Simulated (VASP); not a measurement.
# MnPt2 (P-3m1) in VASP: notebook, part 2 of 2

VASP 6.6.1. Earlier steps stand in the parts before.

## Step 4: Single point, PBEsol, collinear spin, ferromagnetic start

This run uses another cell than the first one, of 12.67 Å³/atom, 0.872 times its volume.

Input file INCAR:

```
SYSTEM = MnPt2
PREC = Accurate
ENCUT = 520
EDIFF = 1E-6
ISMEAR = -1
SIGMA = 0.05
LREAL = .FALSE.
LASPH = .TRUE.
NELM = 150
ALGO = Fast
ISIF = 2
LWAVE = .FALSE.
LCHARG = .FALSE.
ISPIN = 2
MAGMOM = 0 0 4
LORBIT = 11
LMAXMIX = 4
GGA = PS
NBANDS = 28
```

Input file KPOINTS:

```
Automatic mesh
0
G
  11 11 4
  0 0 0
```

Input file POSCAR:

```
MnPt2
1.0
    2.6297260678      0.0000000000      0.0000000000
   -1.3148630339      2.2774095797      0.0000000000
    0.0000000000      0.0000000000      6.3478251111
Pt Mn
2 1
Direct
    0.6666666667      0.3333333333      0.3171095172
    0.3333333333      0.6666666667      0.6828904828
    0.0000000000      0.0000000000      0.0000000000
```

Potentials or basis: VASP PAW PBE potentials, release 64 (Pt, Mn_pv).

Started as:

```console
> cat potpaw_PBE.64/Pt/POTCAR potpaw_PBE.64/Mn_pv/POTCAR > POTCAR
> mpirun -np 1 vasp_std > vasp.out
```

OUTCAR:

```text
SYSTEM = MnPt2
   PREC = Accurate
   ENCUT = 520
   EDIFF = 1E-6
   ISMEAR = -1
   LREAL = .FALSE.
   LASPH = .TRUE.
   NELM = 150
   ISIF = 2
   ISPIN = 2
   LORBIT = 11
   GGA = PS

 ion  position               nearest neighbor table
   1  0.667  0.333  0.317-   3 2.52   3 2.52   3 2.52   2 2.77   2 2.77   2 2.77
   2  0.333  0.667  0.683-   3 2.52   3 2.52   3 2.52   1 2.77   1 2.77   1 2.77
   3  0.000  0.000  0.000-   1 2.52   2 2.52   2 2.52   1 2.52   1 2.52   2 2.52

  LATTYP: Found a hexagonal cell.
 ALAT       =     2.6297260678
 C/A-ratio  =     2.4138731364

  Lattice vectors:

 A1 = (   2.6297260678,   0.0000000000,   0.0000000000)
 A2 = (  -1.3148630339,   2.2774095797,   0.0000000000)
 A3 = (   0.0000000000,   0.0000000000,   6.3478251111)

Analysis of symmetry for initial positions (statically):
=====================================================================
 Subroutine PRICEL returns:
 Original cell was already a primitive cell.

 Routine SETGRP: Setting up the symmetry group for a
 hexagonal supercell.

 Subroutine GETGRP returns: Found 12 space group operations
 (whereof 12 operations were pure point group operations)
 out of a pool of 24 trial point group operations.

The static configuration has the point symmetry D_3d.

Analysis of symmetry for dynamics (positions and initial velocities):
=====================================================================
 Subroutine PRICEL returns:
 Original cell was already a primitive cell.

 Routine SETGRP: Setting up the symmetry group for a
 hexagonal supercell.

 Subroutine GETGRP returns: Found 12 space group operations
 (whereof 12 operations were pure point group operations)
 out of a pool of 24 trial point group operations.

The dynamic configuration has the point symmetry D_3d.

Analysis of structural, dynamic, and magnetic symmetry:
=====================================================================
 Subroutine PRICEL returns:
 Original cell was already a primitive cell.
[... 149 lines left out ...]

 Free energy of the ion-electron system (eV)
  ---------------------------------------------------
  ext. energy  EPLUGINS =         0.00000000
  ---------------------------------------------------
  free energy    TOTEN  =       -23.54449029 eV

  energy without entropy =      -23.50769047  energy(sigma->0) =      -23.52609038

 E-fermi :  12.7310     XC(G=0): -14.1964

 val. band max:       12.7304478167   @ k =   0.4545  -0.0000   0.5000
 cond. band min:      12.7330276758   @ k =   0.4545  -0.0000   0.2500
 fundamental gap:      0.0025798591
 Fermi energy:        12.7310105873

 spin component 1

 k-point     1 :       0.0000    0.0000    0.0000
  band No.  band energies     occupation
      1     -36.2820      1.00000
      2     -35.8997      1.00000
      3     -35.8997      1.00000
      4       1.4296      1.00000
      5       3.4934      1.00000
      6       5.6785      1.00000
[... 733 lines left out ...]
     27      27.6617      0.00000
     28      28.9027      0.00000

 [... further k-points ...]

 spin component 2

 k-point     1 :       0.0000    0.0000    0.0000
  band No.  band energies     occupation
      1     -34.4413      1.00000
      2     -34.0826      1.00000
      3     -34.0826      1.00000
      4       1.5212      1.00000
      5       3.5563      1.00000
      6       5.9218      1.00000
[... 733 lines left out ...]
     27      27.8810      0.00000
     28      29.0447      0.00000

 [... further k-points ...]
[... 5 lines left out ...]
  --------------------------------------------------------------------------------------
  -------------------------------------------------------------------------------------
  Total        7.1335408      7.1335408      7.1854193      0.0000000      0.0000000      0.0000000
  in kB      300.6347125    300.6347125    302.8210697      0.0000000      0.0000000      0.0000000
  external PRESSURE =     301.3634982 kB  Pullay stress =       0.0000000 kB

 VOLUME and BASIS-vectors are now :
 -----------------------------------------------------------------------------
  energy-cutoff  :      520.00
  volume of cell :       38.02
      direct lattice vectors                 reciprocal lattice vectors
     2.629726068  0.000000000  0.000000000     0.380267744  0.219547685  0.000000000
    -1.314863034  2.277409580  0.000000000     0.000000000  0.439095369  0.000000000
     0.000000000  0.000000000  6.347825111     0.000000000  0.000000000  0.157534271

 POSITION                                       TOTAL-FORCE (eV/Angst)
 -----------------------------------------------------------------------------------
      1.31486      0.75914      2.01296         0.000000     -0.000000      0.018732
     -0.00000      1.51827      4.33487        -0.000000     -0.000000     -0.018732
      0.00000      0.00000      0.00000        -0.000000      0.000000      0.000000
 -----------------------------------------------------------------------------------
    total drift:                                0.000000     -0.000000     -0.000000

  FREE ENERGIE OF THE ION-ELECTRON SYSTEM (eV)
  ---------------------------------------------------
  free  energy   TOTEN  =       -23.5444902909 eV

  energy  without entropy=      -23.5076904660  energy(sigma->0) =      -23.52609038

 total charge

# of ion       s       p       d       tot
------------------------------------------
    1        0.754   0.811   8.137   9.702
    2        0.754   0.811   8.137   9.702
    3        0.370   6.365   5.150  11.885
--------------------------------------------------
tot          1.878   7.987  21.423  31.288

 magnetization (x)

# of ion       s       p       d       tot
------------------------------------------
    1       -0.008   0.000   0.123   0.115
    2       -0.008   0.000   0.123   0.115
    3        0.003   0.012   1.694   1.709
--------------------------------------------------
tot         -0.012   0.012   1.939   1.940
```

It took 63 s on 1 thread of AMD EPYC 9R45 (Zen 5), shared host; peak memory 0.2 GiB.

What came out:

| Quantity | Value |
| --- | --- |
| Free energy | -23.5445 eV |
| Pressure | 30.1 GPa |
| Largest force | 0.019 eV/Å |
| Net moment | 2.00 μB per cell |
| Site moments | Pt +0.12; Mn +1.71 μB |
| Valence electrons inside the program's atomic spheres | Pt 9.70; Mn 11.88 |

Forces on the atoms (eV/Å):
```
Pt   0.000  0.000  0.019
Pt   0.000  0.000 -0.019
Mn   0.000  0.000  0.000
```

Stress tensor (GPa, compression positive):
```
30.06  0.00  0.00
 0.00 30.06  0.00
 0.00  0.00 30.28
```

Levels at points of the mesh, in eV from the Fermi level:
Spin up:
| k point | band 15 | band 16 | band 17 | band 18 | band 19 | band 20 | band 21 | band 22 |
| --- | --- | --- | --- | --- | --- | --- | --- | --- |
| (0.00, 0.00, 0.00) | -2.19 | -1.34 | -1.34 | -1.19 | -1.19 | -0.28 | -0.28 | 10.54 |
| (0.00, 0.00, 0.50) | -2.19 | -2.19 | -1.23 | -1.23 | -0.68 | 0.25 | 0.25 | 7.11 |
Spin down:
```tsv
k point	band 12	band 13	band 14	band 15	band 16	band 17	band 18	band 19	band 20	band 21
(0.00, 0.00, 0.00)	-3.41	-2.55	-2.55	-1.27	-1.27	-1.13	0.20	0.20	1.34	1.34
(0.00, 0.00, 0.50)	-2.10	-2.10	-2.03	-2.03	-1.54	-0.53	0.28	0.28	1.57	1.57
```

Caveat: the PAW data sets were made with another functional, which shifts forces and pressure a little; spin-orbit coupling is left out, which moves the levels of the heavy elements.

## Step 5: Single point, PBEsol, collinear spin, ferromagnetic start

This run uses another cell than the first one, of 13.22 Å³/atom, 0.909 times its volume.

Input file INCAR:

```
PREC = Accurate ; ENCUT = 520
EDIFF = 1E-6 ; ISMEAR = -1
SIGMA = 0.05 ; LREAL = False
LASPH = True ; NELM = 150
ALGO = Normal ; ISIF = 2
LWAVE = False ; LCHARG = False
ISPIN = 2 ; MAGMOM = 0 0 4
LORBIT = 11 ; LMAXMIX = 4
GGA = PS ; NBANDS = 28
```

Input file KPOINTS:

```
regular mesh
0
Gamma
  11 11 4
```

Input file POSCAR:

```
MnPt2
1.0
    2.6706839607      0.0000000000      0.0000000000
   -1.3353419804      2.3128801555      0.0000000000
    0.0000000000      0.0000000000      6.4195635999
Pt Mn
2 1
Direct
    0.6666666667      0.3333333333      0.3176529693
    0.3333333333      0.6666666667      0.6823470307
    0.0000000000      0.0000000000      0.0000000000
```

Started as:

```console
> cat potpaw_PBE.64/Pt/POTCAR potpaw_PBE.64/Mn_pv/POTCAR > POTCAR
> mpirun -np 1 vasp_std > vasp.out
```

It took 68 s on 1 thread of AMD EPYC 9R45 (Zen 5), shared host; peak memory 0.2 GiB.

It converged, with:

* Free energy: -23.8138 eV
* Pressure: 20.0 GPa
* Largest force: 0.016 eV/Å
* Net moment: 3.08 μB per cell
* Site moments: Pt +0.17; Mn +2.64 μB
* Valence electrons inside the program's atomic spheres: Pt 9.58; Mn 11.80

Forces in eV/Å, atoms in the order of the input:
```
Pt   0.000  0.000  0.016
Pt   0.000  0.000 -0.016
Mn   0.000  0.000  0.000
```

Stress tensor (GPa, compression positive):
```
19.93  0.00  0.00
 0.00 19.93  0.00
 0.00  0.00 20.14
```

Levels at points of the mesh, in eV from the Fermi level:
Spin up:
| k point | band 15 | band 16 | band 17 | band 18 | band 19 | band 20 | band 21 | band 22 |
| --- | --- | --- | --- | --- | --- | --- | --- | --- |
| (0.00, 0.00, 0.00) | -2.29 | -1.35 | -1.35 | -1.22 | -1.22 | -0.46 | -0.46 | 10.38 |
| (0.00, 0.00, 0.50) | -2.03 | -2.03 | -1.39 | -1.39 | -0.56 | 0.11 | 0.11 | 6.76 |
Spin down:
```
           k point  band 13  band 14  band 15  band 16  band 17  band 18  band 19  band 20
(0.00, 0.00, 0.00)    -2.26    -2.26    -1.12    -1.12    -0.45     0.79     0.79     1.88
(0.00, 0.00, 0.50)    -1.91    -1.71    -1.71    -0.87    -0.34     0.86     0.86     2.07
```

Caveat: the PAW data sets were made with another functional, which shifts forces and pressure a little; spin-orbit coupling is left out, which moves the levels of the heavy elements.

## Step 6: Single point, PBEsol, collinear spin, ferromagnetic start

This run uses another cell than the first one, of 13.82 Å³/atom, 0.951 times its volume.

Input file INCAR:

```
SYSTEM = MnPt2
ALGO = Fast
EDIFF = 1E-6
ENCUT = 520
GGA = PS
ISIF = 2
ISMEAR = -1
ISPIN = 2
LASPH = .TRUE.
LCHARG = .TRUE.
LELF = .TRUE.
LMAXMIX = 4
LORBIT = 11
LREAL = .FALSE.
LVHAR = .TRUE.
LWAVE = .FALSE.
MAGMOM = 0 0 4
NBANDS = 28
NELM = 150
PREC = Accurate
SIGMA = 0.05
```

Input file KPOINTS:

```
k-points
0
G
  11 11 4
  0 0 0
```

Input file POSCAR:

```
MnPt2
1.0
    2.7167231274      0.0000000000      0.0000000000
   -1.3583615637      2.3527512434      0.0000000000
    0.0000000000      0.0000000000      6.4862034879
Pt Mn
2 1
Direct
    0.6666666667      0.3333333333      0.3180015380
    0.3333333333      0.6666666667      0.6819984620
    0.0000000000      0.0000000000      0.0000000000
```

Potentials or basis: VASP PAW PBE potentials, release 64 (Pt, Mn_pv).

Started as:

```console
> cat potpaw_PBE.64/Pt/POTCAR potpaw_PBE.64/Mn_pv/POTCAR > POTCAR
> mpirun -np 1 vasp_std > vasp.out
```

Run time: 73 s. Hardware: 1 thread of AMD EPYC 9R45 (Zen 5), shared host; peak memory 0.21 GiB.

It converged, with:

```yaml
Free_energy: -23.9780 eV
Pressure: 10.1 GPa
Largest_force: 0.020 eV/Å
Net_moment: 3.70 μB per cell
Site_moments: Pt +0.20; Mn +3.16 μB
Valence_electrons_inside_the_program's_atomic_spheres: Pt 9.46; Mn 11.71
```

Forces on the atoms (eV/Å):
```
Pt   0.000  0.000  0.020
Pt   0.000  0.000 -0.020
Mn   0.000  0.000  0.000
```

Stress tensor (GPa, compression positive):
```
10.01  0.00  0.00
 0.00 10.01  0.00
 0.00  0.00 10.12
```

Levels at points of the mesh, in eV from the Fermi level:
Spin up:
```
           k point  band 15  band 16  band 17  band 18  band 19  band 20  band 21  band 22
(0.00, 0.00, 0.00)    -2.30    -1.43    -1.43    -1.13    -1.13    -0.58    -0.58    10.21
(0.00, 0.00, 0.50)    -1.90    -1.90    -1.49    -1.49    -0.43     0.01     0.01     6.44
```
Spin down:
```csv
k point,band 11,band 12,band 13,band 14,band 15,band 16,band 17,band 18,band 19,band 20
"(0.00, 0.00, 0.00)",-3.56,-2.97,-2.07,-2.07,-1.00,-1.00,0.00,1.09,1.09,2.13
"(0.00, 0.00, 0.50)",-3.72,-1.76,-1.76,-1.52,-1.52,-0.43,-0.16,1.15,1.15,2.30
```

Caveat: the PAW data sets were made with another functional, which shifts forces and pressure a little; spin-orbit coupling is left out, which moves the levels of the heavy elements.

## Step 7: Overview

| cell | gap on the mesh (eV) | pressure (GPa) | moment (μB) | largest force (eV/Å) |
| --- | --- | --- | --- | --- |
| a = 2.774, b = 2.774, c = 6.546 Å, angles 90.0, 90.0, 120.0°, 3 atoms | none | -0.1 | 4.16 | 0.01 |
| a = 2.630, b = 2.630, c = 6.348 Å, angles 90.0, 90.0, 120.0°, 3 atoms | none | 30.1 | 2.00 | 0.02 |
| a = 2.671, b = 2.671, c = 6.420 Å, angles 90.0, 90.0, 120.0°, 3 atoms | none | 20.0 | 3.08 | 0.02 |
| a = 2.717, b = 2.717, c = 6.486 Å, angles 90.0, 90.0, 120.0°, 3 atoms | none | 10.1 | 3.70 | 0.02 |

Alike in all rows: task single point; level PBEsol; potentials or basis VASP PAW PBE potentials, release 64 (Pt, Mn_pv); spin collinear, ferromagnetic start; k mesh 11 × 11 × 4; cutoff (eV) 520; smearing fermi-dirac 0.05 eV.

Caveats: the PAW data sets were made with another functional, which shifts forces and pressure a little; spin-orbit coupling is left out, which moves the levels of the heavy elements.

Total energies depend on the potentials used, so only differences within one code and one set of settings carry meaning.
